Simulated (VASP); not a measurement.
# Mg3Cd2O5 (P1) in VASP: relaxation of cell and atoms with PBE

Aim: the relaxation of cell and atoms of Mg3Cd2O5 with PBE.

Everything below comes from runs of VASP 6.6.1. Logs are shortened: lines on timing, memory, paths and dates and some standing lists are left out, and cuts for length are marked.

## Step 1: The cell of the first run

The typed cell holds 10 atoms: a = 3.122 Å, b = 3.309 Å, c = 11.125 Å, α = 98.11°, β = 98.61°, γ = 87.94°.

## Step 2: Relaxation of cell and atoms, PBE

File INCAR:

```
SYSTEM = Mg3Cd2O5
ALGO = Normal
EDIFF = 1E-6
EDIFFG = -0.025
ENCUT = 600
GGA = PE
IBRION = 2
ISIF = 3
ISMEAR = 0
LASPH = .True.
LCHARG = .False.
LREAL = .False.
LWAVE = .False.
NELM = 100
NSW = 80
PREC = Accurate
SIGMA = 0.1
```

File KPOINTS:

```
k-points
0
Gamma
  4 4 4
  0 0 0
```

File POSCAR:

```
Mg3Cd2O5
1.0
    0.0576414417     -3.1211992747     -0.0065093171
    3.3087736823     -0.0576414417      0.0206485607
   -1.6102449823      1.6124213108     10.8892215635
Mg Cd O
3 2 5
Direct
    0.9090259308      0.9080794554      0.8371766685
    0.5170761390      0.5062031770      0.9903639075
    0.0384949200      0.0676126113      0.1690257675
    0.6867716231      0.6924184825      0.3954282160
    0.2818057408      0.2984314492      0.6027932692
   -0.0199400303      0.0257877793     -0.0131506840
    0.6275806663      0.5895047951      0.1877839469
    0.1936511565      0.2293395880      0.3796760207
    0.8482881207      0.8249714641      0.6319203668
    0.4172457331      0.3576511980      0.8189825209
```

Potentials or basis: VASP PAW PBE potentials, release 64 (Mg, Cd, O).

On the command line:

```sh
> cat potpaw_PBE.64/Mg/POTCAR potpaw_PBE.64/Cd/POTCAR potpaw_PBE.64/O/POTCAR > POTCAR
> mpirun -np 1 vasp_std > vasp.out
```

OUTCAR:

```text
SYSTEM = Mg3Cd2O5
   EDIFF = 1E-6
   EDIFFG = -0.025
   ENCUT = 600
   GGA = PE
   IBRION = 2
   ISIF = 3
   ISMEAR = 0
   LASPH = .True.
   LREAL = .False.
   NELM = 100
   NSW = 80
   PREC = Accurate

 ion  position               nearest neighbor table
   1  0.909  0.908  0.837-   6 1.64  10 2.11   9 2.24  10 2.26  10 2.38  10 2.39   2 2.75   2 2.79
                             2 2.80   2 2.96   5 3.39   5 3.40   5 3.43   5 3.46   3 3.62
   2  0.517  0.506  0.990-  10 1.88   6 2.11   7 2.15   6 2.29   6 2.34   6 2.36   1 2.75   1 2.79
                             1 2.80   3 2.87   3 2.90   1 2.96   3 3.05   3 3.19
   3  0.038  0.068  0.169-   6 1.99   7 2.12   7 2.12   8 2.31   7 2.39   7 2.53   2 2.87   2 2.90
                             2 3.05   2 3.19   4 3.30   4 3.32   4 3.34   4 3.47   1 3.62
   4  0.687  0.692  0.395-   8 2.17   8 2.18   7 2.27   8 2.32   8 2.46   9 2.58   5 3.14   5 3.21
                             5 3.23   5 3.24   3 3.30   3 3.32   3 3.34   3 3.47
   5  0.282  0.298  0.603-   9 2.19   9 2.20   9 2.34  10 2.36   8 2.44   9 2.48   4 3.14   4 3.21
                             4 3.23   4 3.24   1 3.39   1 3.40   1 3.43   1 3.46
   6  0.980  0.026  0.987-   1 1.64   3 1.99   2 2.11   2 2.29   2 2.34   2 2.36
   7  0.628  0.590  0.188-   3 2.12   3 2.12   2 2.15   4 2.27   3 2.39   3 2.53
   8  0.194  0.229  0.380-   4 2.17   4 2.18   3 2.31   4 2.32   5 2.44   4 2.46
   9  0.848  0.825  0.632-   5 2.19   5 2.20   1 2.24   5 2.34   5 2.48   4 2.58
  10  0.417  0.358  0.819-   2 1.88   1 2.11   1 2.26   5 2.36   1 2.38   1 2.39

  LATTYP: Found a triclinic cell.
 ALAT       =    11.9960810431
 B/A-ratio  =     0.2602298415
 C/A-ratio  =     0.2758684383
 COS(alpha) =     0.0358631607
 COS(beta)  =     0.1402180024
 COS(gamma) =     0.3989902480

  Lattice vectors:

 A1 = (  -1.6678864240,   4.7336205855,  10.8957308806)
 A2 = (  -0.0576414417,   3.1211992747,   0.0065093171)
 A3 = (  -3.3087736823,   0.0576414417,  -0.0206485607)

Analysis of symmetry for initial positions (statically):
=====================================================================
 Subroutine PRICEL returns:
 Original cell was already a primitive cell.

 Routine SETGRP: Setting up the symmetry group for a
 triclinic supercell.

 Subroutine GETGRP returns: Found  1 space group operations
 (whereof  1 operations were pure point group operations)
 out of a pool of  2 trial point group operations.

The static configuration has the point symmetry C_1 .

Analysis of symmetry for dynamics (positions and initial velocities):
=====================================================================
 Subroutine PRICEL returns:
 Original cell was already a primitive cell.

 Routine SETGRP: Setting up the symmetry group for a
 triclinic supercell.

 Subroutine GETGRP returns: Found  1 space group operations
 (whereof  1 operations were pure point group operations)
 out of a pool of  2 trial point group operations.

The dynamic configuration has the point symmetry C_1 .

 Subroutine INISYM returns: Found  1 space group operations
 (whereof  1 operations are pure point group operations),
 and found     1 'primitive' translations

----------------------------------------------------------------------------------------

                                     Primitive cell

  volume of cell :     112.4883

  direct lattice vectors                    reciprocal lattice vectors
     0.057641442 -3.121199275 -0.006509317    -0.005875854 -0.320595374  0.046603262
     3.308773682 -0.057641442  0.020648561     0.302048691  0.005486695  0.043853045
    -1.610244982  1.612421311 10.889221563    -0.000576269 -0.000202048  0.091778631

  length of vectors
     3.121738269  3.309340143 11.125103939     0.324018184  0.305264811  0.091780663

  position of ions in fractional coordinates (direct lattice)
     0.909025931  0.908079455  0.837176668
     0.517076139  0.506203177  0.990363907
     0.038494920  0.067612611  0.169025768
     0.686771623  0.692418483  0.395428216
     0.281805741  0.298431449  0.602793269
     0.980059970  0.025787779  0.986849316
     0.627580666  0.589504795  0.187783947
     0.193651157  0.229339588  0.379676021
     0.848288121  0.824971464  0.631920367
     0.417245733  0.357651198  0.818982521

  ion indices of the primitive-cell ions
   primitive index   ion index
                 1           1
                 2           2
                 3           3
                 4           4
                 5           5
                 6           6
                 7           7
                 8           8
                 9           9
                10          10

----------------------------------------------------------------------------------------

 KPOINTS: k-points

Automatic generation of k-mesh.
 Grid dimensions read from file:
 generate k-points for:    4    4    4

 Generating k-lattice:

  Cartesian coordinates                     Fractional coordinates (reciprocal lattice)
    -0.001468963 -0.080148843  0.011650816     0.250000000  0.000000000  0.000000000
     0.075512173  0.001371674  0.010963261    -0.000000000  0.250000000  0.000000000
    -0.000144067 -0.000050512  0.022944658     0.000000000  0.000000000  0.250000000

  Length of vectors
     0.081004546  0.076316203  0.022945166

  Shift w.r.t. Gamma in fractional coordinates (k-lattice)
     0.000000000  0.000000000  0.000000000

 Subroutine IBZKPT returns following result:
 ===========================================

 Found     36 irreducible k-points:

 Following reciprocal coordinates:
            Coordinates               Weight
  0.000000  0.000000  0.000000      1.000000
  0.250000 -0.000000  0.000000      2.000000
  0.500000 -0.000000  0.000000      1.000000
  0.000000  0.250000 -0.000000      2.000000
  0.250000  0.250000 -0.000000      2.000000
  0.500000  0.250000 -0.000000      2.000000
[... 16 lines left out ...]
 -0.000000 -0.250000  0.250000      2.000000
  0.250000 -0.250000  0.250000      2.000000
 [... further k-points ...]
   k-points           NKPTS =     36   k-points in BZ     NKDIM =     36   number of bands    NBANDS=     36
   number of dos      NEDOS =    301   number of ions     NIONS =     10
   total plane-waves  NPLWV =  70560
   dimension x,y,z NGX =    28 NGY =   28 NGZ =   90
   dimension x,y,z NGXF=    56 NGYF=   56 NGZF=  180
   ions per type =               3   2   5
   NGX,Y,Z   is equivalent  to a cutoff of  14.91, 14.07, 13.45 a.u.
   NGXF,Y,Z  is equivalent  to a cutoff of  29.82, 28.13, 26.90 a.u.
 SYSTEM =  Mg3Cd2O5
   PREC   = accura    normal or accurate (medium, high low for compatibility)
   ISTART =      0    job   : 0-new  1-cont  2-samecut
   ICHARG =      2    charge: 1-file 2-atom 10-const
   ISPIN  =      1    spin polarized calculation?
   LNONCOLLINEAR =      F non collinear calculations
   LSORBIT =      F    spin-orbit coupling
   LASPH  =      T    aspherical Exc in radial PAW
   ENCUT  =  600.0 eV  44.10 Ry    6.64 a.u.   6.23  6.61 22.22*2*pi/ulx,y,z
   NELM   =    100;   NELMIN=  2; NELMDL= -5     # of ELM steps
   EDIFF  = 0.1E-05   stopping-criterion for ELM
   LREAL  =      F    real-space projection
   EDIFFG = -.3E-01   stopping-criterion for IOM
   NSW    =     80    number of steps for IOM
   IBRION =      2    ionic relax: 0-MD 1-quasi-New 2-CG
   NFREE  =      1    steps in history (QN), initial steepest desc. (CG)
   ISIF   =      3    stress and relaxation
   ISYM   =      2    0-nonsym 1-usesym 2-fastsym
   POTIM  = 0.5000    time-step for ionic-motion
   TEBEG  =    0.0;   TEEND  =   0.0 temperature during run
   PSTRESS=    0.0 pullay stress
   NELECT =      60.0000    total number of electrons
   NUPDOWN=      -1.0000    fix difference up-down
   EMIN   =  10.00;   EMAX   =-10.00  energy-range for DOS
   EFERMI =   0.00;   METHOD = LEGACY
   ISMEAR =     0;   SIGMA  =   0.10  broadening in eV -4-tet -1-fermi 0-gaus
   EFERMI_NEDOS =   21; number of points for ismear=-14 and -15
   IALGO  =     38    algorithm
   IMIX   =      4    mixing-type and parameters
     AMIX     =   0.40;   BMIX     =  1.00
     AMIX_MAG =   1.60;   BMIX_MAG =  1.00
  volume/ion in A,a.u.               =      11.25        75.91
  Fermi-wavevector in a.u.,A,eV,Ry     =   1.327668  2.508929 23.983023  1.762702
  Thomas-Fermi vector in A             =   2.456963
   LORBIT       =      0    0 simple, 1 ext, 2 COOP (PROOUT), +10 PAW based schemes
   GGA     = PE    functional components
   LHFCALC =     F    Hartree Fock is set to
   AEXX    =    0.0000 exact exchange contribution
   IVDW    =     0    specifies the selected vdW correction
   LEPSILON=     F    determine dielectric tensor
   LRPA    =     F    only Hartree local field effects (RPA)
 conjugate gradient relaxation of ions
 non-spin polarized calculation
 Gauss-broadening in eV      SIGMA  =   0.10
  energy-cutoff  :      600.00
  volume of cell :      112.49
 maximum number of plane-waves:      3780
 NGX is ok and might be reduce to    28
   NGX = 13   NGY = 13   NGZ = 45

--------------------------------------- Ionic step        1  -------------------------------------------

 number of electron      60.0000007 magnetization

 Free energy of the ion-electron system (eV)
  ---------------------------------------------------
  ext. energy  EPLUGINS =         0.00000000
  ---------------------------------------------------
  free energy    TOTEN  =       -48.01657586 eV

  energy without entropy =      -48.01655905  energy(sigma->0) =      -48.01656746

------------------------ aborting loop because EDIFF is reached ----------------------------------------

  FORCE on cell =-STRESS in cart. coord.  units (eV):
  Direction    XX          YY          ZZ          XY          YZ          ZX
  --------------------------------------------------------------------------------------
  -------------------------------------------------------------------------------------
  Total       -0.1047102      6.5640145     15.6719052      0.9190345     -0.1825868     -0.5146924
  in kB       -1.4913932     93.4916615    223.2159074     13.0898645     -2.6005943     -7.3307957
  external PRESSURE =     105.0720586 kB  Pullay stress =       0.0000000 kB
[... 75 lines left out ...]
--------------------------------------- Ionic step        3  -------------------------------------------

 number of electron      60.0000003 magnetization

 E-fermi :   2.7262     XC(G=0): -10.8998

 val. band max:        2.3701233197   @ k =   0.0000   0.5000   0.5000
 cond. band min:       3.0627581066   @ k =   0.0000   0.0000   0.0000
 fundamental gap:      0.6926347868
 Fermi energy:         2.7262038692

 k-point     1 :       0.0000    0.0000    0.0000
  band No.  band energies     occupation
      1     -15.1029      2.00000
      2     -14.8488      2.00000
      3     -14.5014      2.00000
      4     -13.8854      2.00000
      5     -13.3855      2.00000
      6      -5.1056      2.00000
[... 925 lines left out ...]
     35      10.4706      0.00000
     36      10.8333      0.00000

 [... further k-points ...]
[... 5 lines left out ...]
  --------------------------------------------------------------------------------------
  -------------------------------------------------------------------------------------
  Total       -4.6170257      0.8097587     -0.5984846      0.5726691     -0.1277467     -1.0931698
  in kB      -62.6028106     10.9796167     -8.1149255      7.7648895     -1.7321336    -14.8224215
  external PRESSURE =     -19.9127065 kB  Pullay stress =       0.0000000 kB
[... 25 lines left out ...]
  FREE ENERGIE OF THE ION-ELECTRON SYSTEM (eV)
  ---------------------------------------------------
  free  energy   TOTEN  =       -49.7219402267 eV

  energy  without entropy=      -49.7219402048  energy(sigma->0) =      -49.72194022

[... ionic steps 4 to 17 ...]

--------------------------------------- Ionic step       18  -------------------------------------------

 number of electron      59.9999992 magnetization

------------------------ aborting loop because EDIFF is reached ----------------------------------------
[... 83 lines left out ...]
--------------------------------------- Ionic step       20  -------------------------------------------

 number of electron      59.9999992 magnetization

 Free energy of the ion-electron system (eV)
  ---------------------------------------------------
  ext. energy  EPLUGINS =         0.00000000
  ---------------------------------------------------
  free energy    TOTEN  =       -50.27146871 eV

  energy without entropy =      -50.27146871  energy(sigma->0) =      -50.27146871

 E-fermi :   3.1129     XC(G=0): -11.0492

 val. band max:        2.6902742920   @ k =   0.0000   0.5000  -0.0000
 cond. band min:       3.5013803004   @ k =   0.0000   0.0000   0.0000
 fundamental gap:      0.8111060084
 Fermi energy:         3.1128752830

 k-point     1 :       0.0000    0.0000    0.0000
  band No.  band energies     occupation
      1     -14.9963      2.00000
      2     -14.7774      2.00000
      3     -14.3054      2.00000
      4     -13.8442      2.00000
      5     -13.3498      2.00000
      6      -4.7248      2.00000
[... 925 lines left out ...]
     35      10.8635      0.00000
     36      11.7562      0.00000

 [... further k-points ...]
[... 5 lines left out ...]
  --------------------------------------------------------------------------------------
  -------------------------------------------------------------------------------------
  Total       -0.0341050     -0.0240706      0.0319035      0.0095950      0.0035482      0.0012708
  in kB       -0.4759651     -0.3359261      0.4452407      0.1339060      0.0495180      0.0177350
  external PRESSURE =      -0.1222169 kB  Pullay stress =       0.0000000 kB
[... 25 lines left out ...]
  FREE ENERGIE OF THE ION-ELECTRON SYSTEM (eV)
  ---------------------------------------------------
  free  energy   TOTEN  =       -50.2714687097 eV

  energy  without entropy=      -50.2714687092  energy(sigma->0) =      -50.27146871

 reached required accuracy - stopping structural energy minimisation
```

It took 38 min on 1 thread of Oxide Virtual Turin-like, shared host; peak memory 0.33 GiB.

What came out:

```
Free energy                           : -50.2715 eV
Relaxed volume                        : 11.48 Å³/atom
Relaxed cell                          : a = 3.198 Å, b = 3.197 Å, c = 11.454 Å, α = 98.09°, β = 97.98°, γ = 90.00°
Space group after relaxing (to 0.1 Å) : I4/mmm (No. 139)
Energy gained by relaxing             : 225.5 meV/atom
Ionic steps                           : 20
Pressure after relaxing               : 0.0 GPa
Largest force after relaxing          : 0.018 eV/Å
Band gap on the k mesh                : 0.81 eV (least direct gap 1.43 eV)
```

Forces on the atoms (eV/Å):
```
Mg   0.010  0.004 -0.002
Mg   0.000 -0.006  0.009
Mg  -0.005  0.005  0.006
Cd  -0.015 -0.010  0.004
Cd   0.010  0.002 -0.003
O   -0.009  0.002 -0.014
O    0.008 -0.006 -0.002
O   -0.007 -0.001  0.002
O    0.000  0.004  0.004
O    0.008  0.006 -0.004
```

Stress tensor (GPa, compression positive):
```
-0.05  0.01  0.00
 0.01 -0.03  0.00
 0.00  0.00  0.04
```

Step by step:
| step | energy change (eV) | largest force (eV/Å) | pressure (GPa) | volume (Å³) |
| --- | --- | --- | --- | --- |
| 1 | 0.0000 | 9.5711 | 10.51 | 112.49 |
| 2 | -0.9296 | 3.5029 | -5.55 | 124.76 |
| 3 | -1.7054 | 1.6880 | -1.99 | 118.16 |
| 4 | -2.0565 | 0.7509 | -1.48 | 116.74 |
| 5 | -2.0985 | 0.7391 | -0.82 | 116.01 |
| 6 | -2.1964 | 0.3523 | 0.53 | 114.71 |
| 7 | -2.2037 | 0.3310 | 1.11 | 114.24 |
| 8 | -2.2298 | 0.2189 | -0.37 | 115.33 |
| 9 | -2.2332 | 0.2807 | -1.12 | 115.92 |
| 10 | -2.2470 | 0.1207 | -0.13 | 114.99 |
| 11 | -2.2478 | 0.1582 | 0.19 | 114.69 |
| 12 | -2.2513 | 0.0785 | 0.08 | 114.75 |
| 13 | -2.2520 | 0.0798 | 0.01 | 114.80 |
| 14 | -2.2536 | 0.0510 | -0.08 | 114.84 |
| 15 | -2.2537 | 0.0542 | -0.11 | 114.86 |
| 16 | -2.2543 | 0.0326 | 0.10 | 114.68 |
| 17 | -2.2544 | 0.0367 | 0.18 | 114.63 |
| 18 | -2.2547 | 0.0302 | -0.05 | 114.84 |
| 19 | -2.2547 | 0.0308 | -0.07 | 114.85 |
| 20 | -2.2549 | 0.0179 | -0.01 | 114.80 |

Final structure:
```xyz
10
Lattice="-0.0010 -3.1977 0.0010 3.1974 -0.0012 -0.0016 -1.6053 1.5939 11.2286" Properties=species:S:1:pos:R:3 pbc="T T T"
Mg    1.5855   -1.6069    9.1624
Mg   -0.0085   -0.0039   11.2281
Mg    0.0044   -0.0004    2.0656
Cd    1.6056   -1.5962    4.3847
Cd   -0.0110   -0.0073    6.8426
O     0.0006   -0.0013    0.0009
O     1.5977   -1.5967    2.0347
O     0.0070    0.0030    4.2528
O     1.5875   -1.6071    6.9744
O    -0.0116   -0.0087    9.1937
```

Caveat: the k points lie up to 0.50 Å⁻¹ apart in the final cell. A k mesh can miss the band edges.
